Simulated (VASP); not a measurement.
# H6C2O in VASP: further runs

Runs on H6C2O. Level: PBE. Tasks: single point, relaxation of the atoms.

Program: VASP 6.6.1. These are calculated values, not measurements. Logs are shortened: lines on timing, memory, paths and dates and some standing lists are left out, and cuts for length are marked.

### Step 1. The cell of the first run

The cell holds a disordered packing, 36 atoms: a = 7.294 Å, b = 7.294 Å, c = 7.294 Å, α = 90.00°, β = 90.00°, γ = 90.00°.

### Step 2. Single point, PBE

Contents of INCAR:

```
SYSTEM = H6C2O
PREC     = Accurate       ! precision mode
ENCUT    = 520            ! plane-wave cutoff, eV
EDIFF    = 1E-6           ! SCF threshold, eV
ISMEAR   = -1             ! smearing method
SIGMA    = 0.02           ! smearing width, eV
LREAL    = Auto         
LASPH    = .TRUE.         ! aspherical terms in the spheres
NELM     = 100            ! most SCF steps
ALGO     = Normal         ! electronic algorithm
ISIF     = 2              ! what is computed and relaxed
LWAVE    = .FALSE.        ! write WAVECAR
LCHARG   = .TRUE.         ! write CHGCAR
GGA      = PE             ! functional
LELF     = .TRUE.         ! ELF
LVHAR    = .TRUE.       
NBANDS   = 64             ! bands
```

Contents of KPOINTS:

```
regular mesh
0
G
  1 1 1
  0 0 0
```

Contents of POSCAR:

```
H6C2O
1.0
    7.2936330000      0.0000000000      0.0000000000
    0.0000000000      7.2936330000      0.0000000000
    0.0000000000      0.0000000000      7.2936330000
C O H
8 4 24
Direct
    0.4371758217      0.8547043702      0.3501272960
    0.3158782461      0.6972245519      0.3402693829
    0.8314649229      0.4200924286      0.4704925515
    0.6554483890      0.2692896668      0.4754969163
    0.9619485927      0.8354821253      0.7957351295
    0.7590181738      0.7653798868      0.8704715469
    0.1947040659      0.1913723929      0.1703951926
    0.0804400221      0.3391862464      0.0936158976
    0.3012216271      0.6046506590      0.5326563593
    0.6544612267      0.2014633859      0.6605624385
    0.7519160890      0.5854832564      0.9707645010
   -0.1031858883      0.2451041888      0.1311143569
    0.1940322470      0.6501012596      0.5821790046
    0.1938402988      0.7206422369      0.2893345470
    0.3870361999      0.5763382940      0.2659168620
    0.3995402565      0.9097935144      0.1973227882
    0.4082739014      0.9420956607      0.4609774032
    0.5665900656      0.7740449787      0.3600948937
    0.5698943174      0.2762683562      0.7361352018
    0.5176569756      0.3358819946      0.4539164501
    0.6739713940      0.1512415006      0.3925889882
    0.8609838197      0.4792399069      0.3112166461
    0.8143541086      0.5339040229      0.5536198490
    0.9668432728      0.3417638370      0.4819957352
    0.6063370614      0.5442555171      0.9694071528
    0.6863109235      0.8778889752      0.9542021103
    0.6654845397      0.7657363621      0.7488037854
    0.8888574459      0.9728347999      0.7678066610
    1.0863310507      0.8485483160      0.8633831727
    0.9903569319      0.7817640400      0.6562984455
   -0.2008464095      0.2853584764      0.0442714899
    0.0808924716      0.4533406054      0.1856139458
    0.1004711918      0.3566672466     -0.0356749510
    0.0718846150      0.1795264445      0.2778039422
    0.1744535268      0.0785616715      0.0821538457
    0.3347028840      0.2299539886      0.2234277486
```

Potentials or basis: VASP PAW PBE potentials, release 64 (C, O, H).

Run with:

```sh
$ cat potpaw_PBE.64/C/POTCAR potpaw_PBE.64/O/POTCAR potpaw_PBE.64/H/POTCAR > POTCAR
$ mpirun -np 1 vasp_gam > vasp.out
```

OUTCAR:

```text
SYSTEM = H6C2O
   PREC = Accurate
   ENCUT = 520
   EDIFF = 1E-6
   ISMEAR = -1
   LREAL = Auto
   LASPH = .TRUE.
   NELM = 100
   ISIF = 2
   GGA = PE

 ion  position               nearest neighbor table
   1  0.437  0.855  0.350-  17 1.05  18 1.11  16 1.22   2 1.45
   2  0.316  0.697  0.340-  14 0.98  15 1.16   1 1.45   9 1.56
   3  0.831  0.420  0.470-  23 1.04  24 1.14  22 1.26   4 1.69
   4  0.655  0.269  0.475-  21 1.06  20 1.13  10 1.44   3 1.69
   5  0.962  0.835  0.796-  29 1.04  30 1.11  28 1.15   6 1.66
   6  0.759  0.765  0.870-  27 1.12  26 1.15  11 1.50   5 1.66
   7  0.195  0.191  0.170-  35 1.06  36 1.13  34 1.19   8 1.47
   8  0.080  0.339  0.094-  33 0.96  32 1.07   7 1.47  12 1.53
   9  0.301  0.605  0.533-  13 0.92   2 1.56
  10  0.654  0.201  0.661-  19 0.99   4 1.44
  11  0.752  0.585  0.971-  25 1.10   6 1.50
  12  0.897  0.245  0.131-  31 1.00   8 1.53
  13  0.194  0.650  0.582-   9 0.92
  14  0.194  0.721  0.289-   2 0.98
  15  0.387  0.576  0.266-   2 1.16
  16  0.400  0.910  0.197-   1 1.22
  17  0.408  0.942  0.461-   1 1.05
[... 17 lines left out ...]
  35  0.174  0.079  0.082-   7 1.06
  36  0.335  0.230  0.223-   7 1.13

  LATTYP: Found a simple cubic cell.
 ALAT       =     7.2936330000

  Lattice vectors:

 A1 = (   7.2936330000,   0.0000000000,   0.0000000000)
 A2 = (   0.0000000000,   7.2936330000,   0.0000000000)
 A3 = (   0.0000000000,   0.0000000000,   7.2936330000)

Analysis of symmetry for initial positions (statically):
=====================================================================
 Subroutine PRICEL returns:
 Original cell was already a primitive cell.

 Routine SETGRP: Setting up the symmetry group for a
 simple cubic supercell.

 Subroutine GETGRP returns: Found  1 space group operations
 (whereof  1 operations were pure point group operations)
 out of a pool of 48 trial point group operations.

The static configuration has the point symmetry C_1 .

Analysis of symmetry for dynamics (positions and initial velocities):
=====================================================================
 Subroutine PRICEL returns:
 Original cell was already a primitive cell.

 Routine SETGRP: Setting up the symmetry group for a
 simple cubic supercell.

 Subroutine GETGRP returns: Found  1 space group operations
 (whereof  1 operations were pure point group operations)
 out of a pool of 48 trial point group operations.

The dynamic configuration has the point symmetry C_1 .

[... 145 lines left out ...]
   NSW    =      0    number of steps for IOM
   IBRION =     -1    ionic relax: 0-MD 1-quasi-New 2-CG
   NFREE  =      0    steps in history (QN), initial steepest desc. (CG)
   ISIF   =      2    stress and relaxation
   ISYM   =      2    0-nonsym 1-usesym 2-fastsym
   POTIM  = 0.5000    time-step for ionic-motion
   TEBEG  =    0.0;   TEEND  =   0.0 temperature during run
   PSTRESS=    0.0 pullay stress
   NELECT =      80.0000    total number of electrons
   NUPDOWN=      -1.0000    fix difference up-down
   EMIN   =  10.00;   EMAX   =-10.00  energy-range for DOS
   EFERMI =   0.00;   METHOD = LEGACY
   ISMEAR =    -1;   SIGMA  =   0.02  broadening in eV -4-tet -1-fermi 0-gaus
   EFERMI_NEDOS =   21; number of points for ismear=-14 and -15
   IALGO  =     38    algorithm
   IMIX   =      4    mixing-type and parameters
     AMIX     =   0.40;   BMIX     =  1.00
     AMIX_MAG =   1.60;   BMIX_MAG =  1.00
  volume/ion in A,a.u.               =      10.78        72.73
  Fermi-wavevector in a.u.,A,eV,Ry     =   0.967151  1.827650 12.726630  0.935381
  Thomas-Fermi vector in A             =   2.097013
   LORBIT       =      0    0 simple, 1 ext, 2 COOP (PROOUT), +10 PAW based schemes
   GGA     = PE    functional components
   LHFCALC =     F    Hartree Fock is set to
   AEXX    =    0.0000 exact exchange contribution
   IVDW    =     0    specifies the selected vdW correction
   LEPSILON=     F    determine dielectric tensor
   LRPA    =     F    only Hartree local field effects (RPA)
 non-spin polarized calculation
  energy-cutoff  :      520.00
  volume of cell :      388.00
 maximum number of plane-waves:      5198
 NGX is ok and might be reduce to    54
   NGX = 27   NGY = 27   NGZ = 27

 number of electron      80.0000001 magnetization

 Free energy of the ion-electron system (eV)
  ---------------------------------------------------
  ext. energy  EPLUGINS =         0.00000000
  ---------------------------------------------------
  free energy    TOTEN  =      -182.03575809 eV

  energy without entropy =     -182.03575809  energy(sigma->0) =     -182.03575809

 E-fermi :  -2.3826     XC(G=0):  -6.5062

 val. band max:       -2.8849743444   @ k =   0.0000   0.0000   0.0000
 cond. band min:       1.2528456352   @ k =   0.0000   0.0000   0.0000
 fundamental gap:      4.1378199797
 Fermi energy:        -2.3825550509

 k-point     1 :       0.0000    0.0000    0.0000
  band No.  band energies     occupation
      1     -22.1468      2.00000
      2     -21.8635      2.00000
      3     -21.5861      2.00000
      4     -21.4281      2.00000
      5     -16.1858      2.00000
      6     -15.7834      2.00000
[... 44 lines left out ...]
     51       4.9742      0.00000
     52       5.2790      0.00000
 [bands above 52 left out]

------------------------ aborting loop because EDIFF is reached ----------------------------------------

  FORCE on cell =-STRESS in cart. coord.  units (eV):
  Direction    XX          YY          ZZ          XY          YZ          ZX
  --------------------------------------------------------------------------------------
  -------------------------------------------------------------------------------------
  Total       -8.6984465      2.1231611      4.1791607     -3.3569392      3.7367545      3.9034104
  in kB      -35.9186959      8.7672181     17.2571047    -13.8618863     15.4302664     16.1184427
  external PRESSURE =      -3.2981244 kB  Pullay stress =       0.0000000 kB

 VOLUME and BASIS-vectors are now :
 -----------------------------------------------------------------------------
  energy-cutoff  :      520.00
  volume of cell :      388.00
      direct lattice vectors                 reciprocal lattice vectors
     7.293633000  0.000000000  0.000000000     0.137105884  0.000000000  0.000000000
     0.000000000  7.293633000  0.000000000     0.000000000  0.137105884  0.000000000
     0.000000000  0.000000000  7.293633000     0.000000000  0.000000000  0.137105884

 POSITION                                       TOTAL-FORCE (eV/Angst)
 -----------------------------------------------------------------------------------
      3.18860      6.23390      2.55370         0.671489     -1.115195     -3.770885
      2.30390      5.08530      2.48180         4.003363     -4.766986      3.521224
      6.06440      3.06400      3.43160         0.144226     -2.759020     -5.430732
      4.78060      1.96410      3.46810         1.177401      3.370892      1.694166
      7.01610      6.09370      5.80380        -5.530631      0.744850     -1.799996
      5.53600      5.58240      6.34890         0.419804      0.061559      0.394543
[... 28 lines left out ...]
      1.27240      0.57300      0.59920         0.641372     -1.387570     -0.721204
      2.44120      1.67720      1.62960        -1.046567     -0.567906     -0.397100
 -----------------------------------------------------------------------------------
    total drift:                               -0.001717     -0.006234      0.018670

  FREE ENERGIE OF THE ION-ELECTRON SYSTEM (eV)
  ---------------------------------------------------
  free  energy   TOTEN  =      -182.0357580858 eV

  energy  without entropy=     -182.0357580858  energy(sigma->0) =     -182.03575809
```

stdout:

```text
POSCAR found type information on POSCAR C O H
 POSCAR found :  3 types and      36 ions
 scaLAPACK will be used
 LDA part: xc-table for (Slater+PW92), standard interpolation
 POSCAR, INCAR and KPOINTS ok, starting setup
 FFT: planning ... GRIDC
 FFT: planning ... GRID_SOFT
 FFT: planning ... GRID
 WAVECAR not read
 entering main loop
```

Run time: 85 s. Hardware: 1 thread of Intel Xeon 8259CL, shared host; peak memory 0.37 GiB.

What came out:

* Free energy: -182.0358 eV
* Pressure: -0.3 GPa
* Largest force: 7.152 eV/Å
* Band gap on the k mesh: 4.14 eV

Forces on the atoms (eV/Å):
```
C    0.671 -1.115 -3.771
C    4.003 -4.767  3.521
C    0.144 -2.759 -5.431
C    1.177  3.371  1.694
C   -5.531  0.745 -1.800
C    0.420  0.062  0.395
C   -0.900  1.004  3.030
C   -2.624 -1.858  5.035
O    2.306 -0.294 -2.647
O   -0.789 -0.217  1.101
O   -3.571  0.242 -0.855
O   -0.463  0.769 -2.197
H   -2.516  0.981  1.289
H   -4.986  0.713 -1.684
H   -0.915  1.366  0.192
H    1.571 -0.002  2.444
H   -0.194  1.255  0.862
H    0.407  1.655 -0.055
H    0.608 -0.388 -0.690
H    0.906 -0.127 -0.355
H    0.425 -0.610 -1.002
H   -1.253 -0.853  2.995
H   -0.309  1.364  1.720
H   -1.252  0.601  0.730
H    3.756  1.279  0.036
H    1.231 -0.914 -0.077
H    0.680 -0.493  0.083
H    1.708 -0.467 -0.042
H    1.336  0.047  1.873
H   -0.309 -0.196  0.374
H    1.051  0.116  0.445
H    0.198  1.189 -0.127
H    0.448  1.545 -6.173
H    2.968 -1.288  0.206
H    0.641 -1.388 -0.721
H   -1.047 -0.568 -0.397
```

Caveat: the k points lie up to 0.86 Å⁻¹ apart, too coarse for converged energies, forces and pressures.

### Step 3. Single point, PBE

Contents of INCAR:

```
SYSTEM = H6C2O
PREC     = Accurate       ! precision mode
ENCUT    = 520            ! plane-wave cutoff, eV
EDIFF    = 1E-7           ! SCF threshold, eV
ISMEAR   = -1             ! smearing method
SIGMA    = 0.02           ! smearing width, eV
LREAL    = Auto         
LASPH    = .True.         ! aspherical terms in the spheres
NELM     = 100            ! most SCF steps
ALGO     = Normal         ! electronic algorithm
ISIF     = 2              ! what is computed and relaxed
LWAVE    = .False.        ! write WAVECAR
LCHARG   = .True.         ! write CHGCAR
GGA      = PE             ! functional
LELF     = .True.         ! ELF
LVHAR    = .True.       
NBANDS   = 64             ! bands
```

Contents of KPOINTS:

```
Automatic mesh
0
Gamma
  1 1 1
  0 0 0
```

Contents of POSCAR:

```
H6C2O
1.0
    7.2936330000      0.0000000000      0.0000000000
    0.0000000000      7.2936330000      0.0000000000
    0.0000000000      0.0000000000      7.2936330000
C O H
8 4 24
Direct
    0.4353386029      0.7832310729      0.3170984885
    0.2541668877      0.7281693499      0.3419420747
    0.7720295222      0.4781293493      0.4772792928
    0.6854197353      0.2830825187      0.4661051632
    0.9975412802      0.8196601063      0.7949262048
    0.8026178449      0.8193584733      0.9060642344
    0.2078799413      0.1409037170      0.1619220490
    0.1258357803      0.3123820461      0.1409448487
    0.2703865138      0.5579249737      0.4590579208
    0.6725317822      0.2106906119      0.6499367325
    0.7548912867      0.6253262263      0.9275624370
   -0.0741331515      0.2686452691      0.0792609115
    0.1655553549      0.5241420839      0.5161076791
    0.1822685622      0.8407058595      0.4330763558
    0.1941282211      0.7101125050      0.1963904682
    0.4443327489      0.9076957944      0.2405385629
    0.4926762835      0.8781768976      0.4234515227
    0.5430489853      0.6823211423      0.3300687051
    0.6210485227      0.3353061499      0.6983488201
    0.5568692584      0.3048275119      0.3927946471
    0.7807083246      0.2037804754      0.3824020211
    0.7719746798      0.5626688373      0.3353609923
    0.6773990411      0.5704290304      0.5813289481
    0.9078466109      0.5171496838      0.5419795594
    0.6985956107      0.6116704803      1.0599655892
    0.8215247463      0.9060642344      1.0209452546
    0.6851729447      0.8890082624      0.8349748335
    0.9791005388      0.9592201856      0.7377119194
    1.1041822368      0.8229780687      0.9058859967
    1.0367672736      0.7010086743      0.7237682510
   -0.0913399399      0.3154532179     -0.0456151276
    0.1164166061      0.4006645248      0.2590067255
    0.1540795924      0.4387114076      0.0350853957
    0.2060701436      0.0794939915      0.3341270393
    0.1167319496      0.0537180853      0.0935473446
    0.3472754936      0.1423981711      0.0873775799
```

Potentials or basis: VASP PAW PBE potentials, release 64 (C, O, H).

Run with:

```sh
$ cat potpaw_PBE.64/C/POTCAR potpaw_PBE.64/O/POTCAR potpaw_PBE.64/H/POTCAR > POTCAR
$ mpirun -np 1 vasp_gam > vasp.out
```

Wall time 94 s (1 thread of Intel Xeon 8259CL, shared host); peak memory 0.36 GiB.

It converged, with:

- Free energy: -182.0630 eV
- Pressure: -0.9 GPa
- Largest force: 7.548 eV/Å
- Band gap on the k mesh: 4.31 eV

Forces on the atoms (eV/Å):
```
C    4.293  3.025  1.593
C   -3.527 -1.002  2.081
C   -1.337  3.486  0.137
C    2.418  1.311 -0.347
C   -1.976  2.603  3.559
C    0.660 -1.646 -2.954
C    3.966 -2.519  2.779
C   -4.394  5.578 -2.558
O    3.517  1.963 -2.921
O   -1.415  2.810  0.048
O   -1.098  0.530  3.602
O    0.624  0.483  0.422
H   -3.841 -0.786  1.657
H    0.120 -1.500 -1.502
H   -0.337 -0.388  1.713
H    0.382 -0.122 -2.550
H   -0.585 -0.783  1.425
H    0.155 -0.470 -1.280
H    0.698 -2.464  0.437
H   -0.555 -0.375  0.108
H   -0.179 -0.638 -0.037
H   -0.018 -1.599  2.040
H    1.133 -1.391 -1.755
H   -0.581 -1.345 -0.489
H    1.011  0.117 -2.712
H    0.274  0.076  1.761
H    0.695 -0.353 -0.399
H    1.049 -0.583 -0.843
H   -0.343  0.342 -0.463
H   -0.349 -0.966 -1.574
H    0.096  0.058  0.444
H   -0.274 -0.235  0.848
H    0.817 -2.566  0.965
H    0.442  1.577 -3.622
H   -0.579 -1.618 -0.857
H   -0.962 -0.611  1.245
```

Stress tensor (GPa, compression positive):
```
 1.93  0.72 -0.04
 0.72 -1.32  1.43
-0.04  1.43 -3.33
```

Levels at points of the mesh, in eV from the valence-band top:
```csv
k point,band 37,band 38,band 39,band 40,band 41,band 42,band 43,band 44
"(0.00, 0.00, 0.00)",-0.81,-0.45,-0.30,0.00,4.31,5.49,5.73,6.17
```

Caveat: the k points lie up to 0.86 Å⁻¹ apart, too coarse for converged energies, forces and pressures; the atoms stand as in a frame of molecular dynamics.

(Part 1 of 3 ends here.)
